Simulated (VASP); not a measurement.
# Cu (I4/mmm) in VASP: a series of runs, part 2 of 2

VASP 6.6.1. The steps go on from the part before.

**3. Single point, PBE**

Contents of INCAR:

```
SYSTEM = Cu
  ALGO = Fast
  EDIFF = 1E-6
  ENCUT = 520
  GGA = PE
  ISIF = 2
  ISMEAR = 0
  LASPH = .True.
  LCHARG = .False.
  LREAL = .False.
  LWAVE = .False.
  NBANDS = 12
  NELM = 60
  PREC = Accurate
  SIGMA = 0.15
```

Contents of KPOINTS:

```
k-points
0
Gamma
  24 24 24
  0 0 0
```

Contents of POSCAR:

```
Cu
1.0
   -1.4732621059      1.4732621059      1.3819816190
    1.4732621059     -1.4732621059      1.3819816190
    1.4732621059      1.4732621059     -1.3819816190
Cu
1
Direct
    0.0000000000      0.0000000000      0.0000000000
```

Potentials or basis: VASP PAW PBE potentials, release 64 (Cu).

Launch:

```sh
$ cat potpaw_PBE.64/Cu/POTCAR > POTCAR
$ mpirun -np 1 vasp_std > vasp.out
```

OUTCAR:

```text
SYSTEM = Cu
   EDIFF = 1E-6
   ENCUT = 520
   GGA = PE
   ISIF = 2
   ISMEAR = 0
   LASPH = .True.
   LREAL = .False.
   NELM = 60
   PREC = Accurate

 ion  position               nearest neighbor table
   1  0.000  0.000  0.000-

  LATTYP: Found a body centered tetragonal cell.
 ALAT       =     2.9465242118
 C/A-ratio  =     0.9380419231

  Lattice vectors:

 A1 = (  -1.4732621059,   1.4732621059,   1.3819816190)
 A2 = (   1.4732621059,  -1.4732621059,   1.3819816190)
 A3 = (   1.4732621059,   1.4732621059,  -1.3819816190)

Analysis of symmetry for initial positions (statically):
=====================================================================
 Subroutine PRICEL returns:
 Original cell was already a primitive cell.

 Routine SETGRP: Setting up the symmetry group for a
 body centered tetragonal supercell.

 Subroutine GETGRP returns: Found 16 space group operations
 (whereof 16 operations were pure point group operations)
 out of a pool of 16 trial point group operations.

The static configuration has the point symmetry D_4h.

Analysis of symmetry for dynamics (positions and initial velocities):
=====================================================================
 Subroutine PRICEL returns:
 Original cell was already a primitive cell.

 Routine SETGRP: Setting up the symmetry group for a
 body centered tetragonal supercell.

 Subroutine GETGRP returns: Found 16 space group operations
 (whereof 16 operations were pure point group operations)
 out of a pool of 16 trial point group operations.

The dynamic configuration has the point symmetry D_4h.

 Subroutine INISYM returns: Found 16 space group operations
 (whereof 16 operations are pure point group operations),
 and found     1 'primitive' translations

----------------------------------------------------------------------------------------

                                     Primitive cell

  volume of cell :      11.9984

  direct lattice vectors                    reciprocal lattice vectors
    -1.473262106  1.473262106  1.381981619     0.000000000  0.339382923  0.361799313
     1.473262106 -1.473262106  1.381981619     0.339382923  0.000000000  0.361799313
     1.473262106  1.473262106 -1.381981619     0.339382923  0.339382923  0.000000000

  length of vectors
     2.500175126  2.500175126  2.500175126     0.496064019  0.496064019  0.479959933

  position of ions in fractional coordinates (direct lattice)
     0.000000000  0.000000000  0.000000000

  ion indices of the primitive-cell ions
   primitive index   ion index
                 1           1

----------------------------------------------------------------------------------------

 KPOINTS: k-points

Automatic generation of k-mesh.
 Grid dimensions read from file:
 generate k-points for:   24   24   24

 Generating k-lattice:

  Cartesian coordinates                     Fractional coordinates (reciprocal lattice)
     0.000000000  0.014140955  0.015074971     0.041666667  0.000000000 -0.000000000
     0.014140955  0.000000000  0.015074971     0.000000000  0.041666667 -0.000000000
     0.014140955  0.014140955  0.000000000     0.000000000  0.000000000  0.041666667

  Length of vectors
     0.020669334  0.020669334  0.019998331

  Shift w.r.t. Gamma in fractional coordinates (k-lattice)
     0.000000000  0.000000000  0.000000000

 Subroutine IBZKPT returns following result:
 ===========================================

 Found   1063 irreducible k-points:

 Following reciprocal coordinates:
            Coordinates               Weight
  0.000000  0.000000  0.000000      1.000000
  0.041667  0.000000  0.000000      8.000000
  0.083333  0.000000  0.000000      8.000000
  0.125000  0.000000 -0.000000      8.000000
  0.166667  0.000000  0.000000      8.000000
  0.208333 -0.000000  0.000000      8.000000
[... 16 lines left out ...]
  0.416667  0.041667 -0.000000     16.000000
  0.458333  0.041667 -0.000000     16.000000
 [... further k-points ...]
   k-points           NKPTS =   1063   k-points in BZ     NKDIM =   1063   number of bands    NBANDS=     12
   number of dos      NEDOS =    301   number of ions     NIONS =      1
   total plane-waves  NPLWV =   8000
   dimension x,y,z NGX =    20 NGY =   20 NGZ =   20
   dimension x,y,z NGXF=    40 NGYF=   40 NGZF=   40
   ions per type =               1
   NGX,Y,Z   is equivalent  to a cutoff of  13.30, 13.30, 13.30 a.u.
   NGXF,Y,Z  is equivalent  to a cutoff of  26.60, 26.60, 26.60 a.u.
 SYSTEM =  Cu
   PREC   = accura    normal or accurate (medium, high low for compatibility)
   ISTART =      0    job   : 0-new  1-cont  2-samecut
   ICHARG =      2    charge: 1-file 2-atom 10-const
   ISPIN  =      1    spin polarized calculation?
   LNONCOLLINEAR =      F non collinear calculations
   LSORBIT =      F    spin-orbit coupling
   LASPH  =      T    aspherical Exc in radial PAW
   ENCUT  =  520.0 eV  38.22 Ry    6.18 a.u.   4.65  4.65  4.65*2*pi/ulx,y,z
   NELM   =     60;   NELMIN=  2; NELMDL= -5     # of ELM steps
   EDIFF  = 0.1E-05   stopping-criterion for ELM
   LREAL  =      F    real-space projection
   EDIFFG = 0.1E-04   stopping-criterion for IOM
   NSW    =      0    number of steps for IOM
   IBRION =     -1    ionic relax: 0-MD 1-quasi-New 2-CG
   NFREE  =      0    steps in history (QN), initial steepest desc. (CG)
   ISIF   =      2    stress and relaxation
   ISYM   =      2    0-nonsym 1-usesym 2-fastsym
   POTIM  = 0.5000    time-step for ionic-motion
   TEBEG  =    0.0;   TEEND  =   0.0 temperature during run
   PSTRESS=    0.0 pullay stress
   NELECT =      11.0000    total number of electrons
   NUPDOWN=      -1.0000    fix difference up-down
   EMIN   =  10.00;   EMAX   =-10.00  energy-range for DOS
   EFERMI =   0.00;   METHOD = LEGACY
   ISMEAR =     0;   SIGMA  =   0.15  broadening in eV -4-tet -1-fermi 0-gaus
   EFERMI_NEDOS =   21; number of points for ismear=-14 and -15
   IALGO  =     68    algorithm
   IMIX   =      4    mixing-type and parameters
     AMIX     =   0.40;   BMIX     =  1.00
     AMIX_MAG =   1.60;   BMIX_MAG =  1.00
  volume/ion in A,a.u.               =      12.00        80.97
  Fermi-wavevector in a.u.,A,eV,Ry     =   1.590370  3.005364 34.412918  2.529278
  Thomas-Fermi vector in A             =   2.689076
   LORBIT       =      0    0 simple, 1 ext, 2 COOP (PROOUT), +10 PAW based schemes
   GGA     = PE    functional components
   LHFCALC =     F    Hartree Fock is set to
   AEXX    =    0.0000 exact exchange contribution
   IVDW    =     0    specifies the selected vdW correction
   LEPSILON=     F    determine dielectric tensor
   LRPA    =     F    only Hartree local field effects (RPA)
 non-spin polarized calculation
 RMM-DIIS sequential band-by-band and
 Gauss-broadening in eV      SIGMA  =   0.15
  energy-cutoff  :      520.00
  volume of cell :       12.00
 maximum number of plane-waves:       338
   NGX =  9   NGY =  9   NGZ =  9

 number of electron      10.9999992 magnetization

 Free energy of the ion-electron system (eV)
  ---------------------------------------------------
  ext. energy  EPLUGINS =         0.00000000
  ---------------------------------------------------
  free energy    TOTEN  =        -3.69366201 eV

  energy without entropy =       -3.68921735  energy(sigma->0) =       -3.69143968

 E-fermi :   7.3968     XC(G=0): -12.6353

 val. band max:        7.3943024499   @ k =   0.4167   0.0833  -0.0000
 cond. band min:       7.3987643971   @ k =   0.2083   0.1667   0.1250
 fundamental gap:      0.0044619472
 Fermi energy:         7.3968239503

 k-point     1 :       0.0000    0.0000    0.0000
  band No.  band energies     occupation
      1      -1.8345      2.00000
      2       4.1829      2.00000
      3       4.4310      2.00000
      4       4.4310      2.00000
      5       5.1740      2.00000
      6       5.4371      2.00000
      7      31.5667      0.00000
      8      31.5667      0.00000
      9      33.3228      0.00000
     10      35.3153      0.00000
     11      35.3160      0.00000
     12      35.4629      0.00000
[... 331 lines left out ...]
 k-point    24 :       0.4583    0.0417   -0.0000
  band No.  band energies     occupation
      1       2.4956      2.00000
      2       3.5613      2.00000
      3       5.2634      2.00000
      4       5.5058      2.00000
      5       5.9087      2.00000
      6       7.1544      1.97772
      7      12.0431      0.00000
      8      23.5378      0.00000
      9      24.2027      0.00000
     10      28.5485      0.00000
     11      31.3196      0.00000
     12      40.0646      0.00000

 [... further k-points ...]
[... 5 lines left out ...]
  --------------------------------------------------------------------------------------
  -------------------------------------------------------------------------------------
  Total        0.0653920      0.0653920      0.0626517      0.0000000     -0.0000000      0.0000000
  in kB        8.7319899      8.7319899      8.3660672      0.0000000     -0.0000000      0.0000000
  external PRESSURE =       8.6100156 kB  Pullay stress =       0.0000000 kB

 VOLUME and BASIS-vectors are now :
 -----------------------------------------------------------------------------
  energy-cutoff  :      520.00
  volume of cell :       12.00
      direct lattice vectors                 reciprocal lattice vectors
    -1.473262106  1.473262106  1.381981619     0.000000000  0.339382923  0.361799313
     1.473262106 -1.473262106  1.381981619     0.339382923  0.000000000  0.361799313
     1.473262106  1.473262106 -1.381981619     0.339382923  0.339382923  0.000000000

 POSITION                                       TOTAL-FORCE (eV/Angst)
 -----------------------------------------------------------------------------------
      0.00000      0.00000      0.00000         0.000000      0.000000      0.000000
 -----------------------------------------------------------------------------------
    total drift:                                0.000000     -0.000000      0.000000

  FREE ENERGIE OF THE ION-ELECTRON SYSTEM (eV)
  ---------------------------------------------------
  free  energy   TOTEN  =        -3.6936620082 eV

  energy  without entropy=       -3.6892173522  energy(sigma->0) =       -3.69143968
```

OSZICAR:

```text
N       E                     dE             d eps       ncg     rms          rms(c)
DAV:   1     0.425573313992E+02    0.42557E+02   -0.53910E+03 28300   0.153E+03
DAV:   2    -0.326299695252E+01   -0.45820E+02   -0.42279E+02 26368   0.203E+02
DAV:   3    -0.457761083169E+01   -0.13146E+01   -0.13062E+01 29544   0.394E+01
DAV:   4    -0.458579295823E+01   -0.81821E-02   -0.81809E-02 28744   0.276E+00
DAV:   5    -0.458587342862E+01   -0.80470E-04   -0.80471E-04 29656   0.278E-01    0.757E+00
RMM:   6    -0.404451958456E+01    0.54135E+00   -0.31127E+00 31940   0.327E+01    0.440E+00
RMM:   7    -0.370753564146E+01    0.33698E+00   -0.45814E-01 31628   0.123E+01    0.102E+00
RMM:   8    -0.369546952195E+01    0.12066E-01   -0.12575E-02 32708   0.113E+00    0.340E-01
RMM:   9    -0.369357771053E+01    0.18918E-02   -0.37894E-03 33160   0.118E+00    0.230E-02
RMM:  10    -0.369365380833E+01   -0.76098E-04   -0.52457E-04 33694   0.282E-01    0.127E-02
RMM:  11    -0.369365950258E+01   -0.56943E-05   -0.72252E-05 35061   0.114E-01    0.112E-02
RMM:  12    -0.369366168262E+01   -0.21800E-05   -0.18004E-05 34832   0.496E-02    0.407E-03
RMM:  13    -0.369366200815E+01   -0.32553E-06   -0.31266E-06 24850   0.180E-02
   1 F= -.36936620E+01 E0= -.36914397E+01  d E =-.444466E-02
```

stdout:

```text
POSCAR found type information on POSCAR Cu
 POSCAR found :  1 types and       1 ions
 scaLAPACK will be used
 LDA part: xc-table for (Slater+PW92), standard interpolation
 POSCAR, INCAR and KPOINTS ok, starting setup
 FFT: planning ... GRIDC
 FFT: planning ... GRID_SOFT
 FFT: planning ... GRID
 WAVECAR not read
 entering main loop
WARNING in EDDRMM: call to ZHEGV failed, returncode =   6  3      9
WARNING in EDDRMM: call to ZHEGV failed, returncode =   8  4     10
WARNING in EDDRMM: call to ZHEGV failed, returncode =   8  4     11
WARNING in EDDRMM: call to ZHEGV failed, returncode =   6  3      9
WARNING in EDDRMM: call to ZHEGV failed, returncode =   6  3     10
WARNING in EDDRMM: call to ZHEGV failed, returncode =   6  3     11
```

Wall time 5.8 min (1 thread of AMD EPYC 7R13, shared host); peak memory 0.22 GiB.

Results:

| Property | Result |
| --- | --- |
| Free energy | -3.6937 eV |
| Pressure | 0.9 GPa |

Levels at points of the mesh, in eV from the Fermi level:
```tsv
k point	band 2	band 3	band 4	band 5	band 6	band 7	band 8	band 9	band 10	band 11
(0.00, 0.00, 0.00)	-3.21	-2.97	-2.97	-2.22	-1.96	24.17	24.17	25.93	27.92	27.92
(0.50, 0.00, 0.00)	-3.84	-2.11	-1.85	-1.36	-0.38	4.51	16.78	16.84	20.69	23.52
(0.50, 0.50, 0.00)	-3.54	-2.30	-2.04	-1.39	-0.86	3.82	18.52	18.64	22.23	24.99
(0.50, 0.50, 0.50)	-4.52	-1.55	-1.55	-1.48	7.35	7.35	9.78	12.86	13.46	16.30
```

**4. Single point, PBE**

Contents of INCAR:

```
ALGO = Normal
EDIFF = 1E-6
ENCUT = 520
GGA = PE
ISIF = 2
ISMEAR = 0
LASPH = T
LCHARG = F
LREAL = F
LWAVE = F
NBANDS = 12
NELM = 80
PREC = Accurate
SIGMA = 0.15
```

Contents of KPOINTS:

```
k-points
0
Gamma
  22 22 22
```

POSCAR is that of step 3.

Potentials or basis: VASP PAW PBE potentials, release 64 (Cu).

Launch:

```sh
$ cat potpaw_PBE.64/Cu/POTCAR > POTCAR
$ mpirun -np 1 vasp_std > vasp.out
```

OUTCAR:

```text
EDIFF = 1E-6
   ENCUT = 520
   GGA = PE
   ISIF = 2
   ISMEAR = 0
   LASPH = T
   LREAL = F
   NELM = 80
   PREC = Accurate

 ion  position               nearest neighbor table
   1  0.000  0.000  0.000-

  LATTYP: Found a body centered tetragonal cell.
 ALAT       =     2.9465242118
 C/A-ratio  =     0.9380419231

  Lattice vectors:

 A1 = (  -1.4732621059,   1.4732621059,   1.3819816190)
 A2 = (   1.4732621059,  -1.4732621059,   1.3819816190)
 A3 = (   1.4732621059,   1.4732621059,  -1.3819816190)

Analysis of symmetry for initial positions (statically):
=====================================================================
 Subroutine PRICEL returns:
 Original cell was already a primitive cell.

 Routine SETGRP: Setting up the symmetry group for a
 body centered tetragonal supercell.

 Subroutine GETGRP returns: Found 16 space group operations
 (whereof 16 operations were pure point group operations)
 out of a pool of 16 trial point group operations.

The static configuration has the point symmetry D_4h.

Analysis of symmetry for dynamics (positions and initial velocities):
=====================================================================
 Subroutine PRICEL returns:
 Original cell was already a primitive cell.

 Routine SETGRP: Setting up the symmetry group for a
 body centered tetragonal supercell.

 Subroutine GETGRP returns: Found 16 space group operations
 (whereof 16 operations were pure point group operations)
 out of a pool of 16 trial point group operations.

The dynamic configuration has the point symmetry D_4h.

 Subroutine INISYM returns: Found 16 space group operations
 (whereof 16 operations are pure point group operations),
 and found     1 'primitive' translations

----------------------------------------------------------------------------------------

                                     Primitive cell

  volume of cell :      11.9984

[... 107 lines left out ...]
  volume/ion in A,a.u.               =      12.00        80.97
  Fermi-wavevector in a.u.,A,eV,Ry     =   1.590370  3.005364 34.412918  2.529278
  Thomas-Fermi vector in A             =   2.689076
   LORBIT       =      0    0 simple, 1 ext, 2 COOP (PROOUT), +10 PAW based schemes
   GGA     = PE    functional components
   LHFCALC =     F    Hartree Fock is set to
   AEXX    =    0.0000 exact exchange contribution
   IVDW    =     0    specifies the selected vdW correction
   LEPSILON=     F    determine dielectric tensor
   LRPA    =     F    only Hartree local field effects (RPA)
 non-spin polarized calculation
 Gauss-broadening in eV      SIGMA  =   0.15
  energy-cutoff  :      520.00
  volume of cell :       12.00
 maximum number of plane-waves:       338
   NGX =  9   NGY =  9   NGZ =  9

 number of electron      10.9999992 magnetization

 Free energy of the ion-electron system (eV)
  ---------------------------------------------------
  ext. energy  EPLUGINS =         0.00000000
  ---------------------------------------------------
  free energy    TOTEN  =        -3.69347595 eV

  energy without entropy =       -3.68904612  energy(sigma->0) =       -3.69126103

 E-fermi :   7.3970     XC(G=0): -12.6353

 val. band max:        7.3963170412   @ k =  -0.1364  -0.4091   0.1364
 cond. band min:       7.3994797528   @ k =   0.5000   0.1818   0.0909
 fundamental gap:      0.0031627116
 Fermi energy:         7.3969856167

 k-point     1 :       0.0000    0.0000    0.0000
  band No.  band energies     occupation
      1      -1.8345      2.00000
      2       4.1830      2.00000
      3       4.4313      2.00000
      4       4.4313      2.00000
      5       5.1744      2.00000
      6       5.4372      2.00000
      7      31.5667      0.00000
      8      31.5667      0.00000
      9      33.3227      0.00000
     10      35.3151      0.00000
     11      35.3151      0.00000
     12      35.4630      0.00000
[... 331 lines left out ...]
 k-point    24 :      -0.4545    0.0455   -0.0000
  band No.  band energies     occupation
      1       2.4336      2.00000
      2       3.5939      2.00000
      3       5.2935      2.00000
      4       5.3749      2.00000
      5       5.7433      2.00000
      6       6.5162      2.00000
      7      13.2568      0.00000
      8      23.4935      0.00000
      9      24.4878      0.00000
     10      28.7337      0.00000
     11      31.5247      0.00000
     12      40.8835      0.00000

 [... further k-points ...]
[... 5 lines left out ...]
  --------------------------------------------------------------------------------------
  -------------------------------------------------------------------------------------
  Total        0.0520150      0.0520150      0.0559784      0.0000000     -0.0000000      0.0000000
  in kB        6.9457195      6.9457195      7.4749603      0.0000000     -0.0000000      0.0000000
  external PRESSURE =       7.1221331 kB  Pullay stress =       0.0000000 kB

 VOLUME and BASIS-vectors are now :
 -----------------------------------------------------------------------------
  energy-cutoff  :      520.00
  volume of cell :       12.00
      direct lattice vectors                 reciprocal lattice vectors
    -1.473262106  1.473262106  1.381981619     0.000000000  0.339382923  0.361799313
     1.473262106 -1.473262106  1.381981619     0.339382923  0.000000000  0.361799313
     1.473262106  1.473262106 -1.381981619     0.339382923  0.339382923  0.000000000

 POSITION                                       TOTAL-FORCE (eV/Angst)
 -----------------------------------------------------------------------------------
      0.00000      0.00000      0.00000         0.000000      0.000000      0.000000
 -----------------------------------------------------------------------------------
    total drift:                               -0.000000     -0.000000      0.000000

  FREE ENERGIE OF THE ION-ELECTRON SYSTEM (eV)
  ---------------------------------------------------
  free  energy   TOTEN  =        -3.6934759502 eV

  energy  without entropy=       -3.6890461174  energy(sigma->0) =       -3.69126103
```

OSZICAR:

```text
N       E                     dE             d eps       ncg     rms          rms(c)
DAV:   1     0.429651278281E+02    0.42965E+02   -0.53937E+03 22180   0.153E+03
DAV:   2    -0.321513495820E+01   -0.46180E+02   -0.42591E+02 20612   0.203E+02
DAV:   3    -0.457739195370E+01   -0.13623E+01   -0.13447E+01 23372   0.399E+01
DAV:   4    -0.458589831576E+01   -0.85064E-02   -0.85052E-02 22576   0.280E+00
DAV:   5    -0.458598031033E+01   -0.81995E-04   -0.81993E-04 23408   0.280E-01    0.758E+00
DAV:   6    -0.407532573513E+01    0.51065E+00   -0.14125E+01 23328   0.713E+01    0.397E+00
DAV:   7    -0.370619306337E+01    0.36913E+00   -0.22872E+00 23540   0.287E+01    0.605E-01
DAV:   8    -0.369464268157E+01    0.11550E-01   -0.47060E-03 25012   0.766E-01    0.257E-01
DAV:   9    -0.369347671311E+01    0.11660E-02   -0.72195E-03 25008   0.146E+00    0.322E-02
DAV:  10    -0.369347708480E+01   -0.37169E-06   -0.45441E-05 30016   0.115E-01    0.874E-03
DAV:  11    -0.369347582282E+01    0.12620E-05   -0.12148E-06 17308   0.209E-02    0.257E-04
DAV:  12    -0.369347595024E+01   -0.12742E-06   -0.81719E-08 10976   0.321E-03
   1 F= -.36934760E+01 E0= -.36912610E+01  d E =-.442983E-02
```

Wall time 3.9 min (1 thread of AMD EPYC 7R13, shared host); peak memory 0.19 GiB.

What came out:

```
Free energy : -3.6935 eV
Pressure    : 0.7 GPa
```

**5. Overview**

| k mesh | smearing | gap on the mesh (eV) | pressure (GPa) |
| --- | --- | --- | --- |
| 20 × 20 × 20 | gaussian 0.1 eV | none | 0.7 |
| 24 × 24 × 24 | gaussian 0.15 eV | none | 0.9 |
| 22 × 22 × 22 | gaussian 0.15 eV | none | 0.7 |

Alike in all rows: task single point; level PBE; potentials or basis VASP PAW PBE potentials, release 64 (Cu); no spin polarisation; cell as given; cutoff (eV) 520.

Every run on the cell as given and a fine mesh finds a metal.

Total energies depend on the potentials used, so only differences within one code and one set of settings carry meaning.
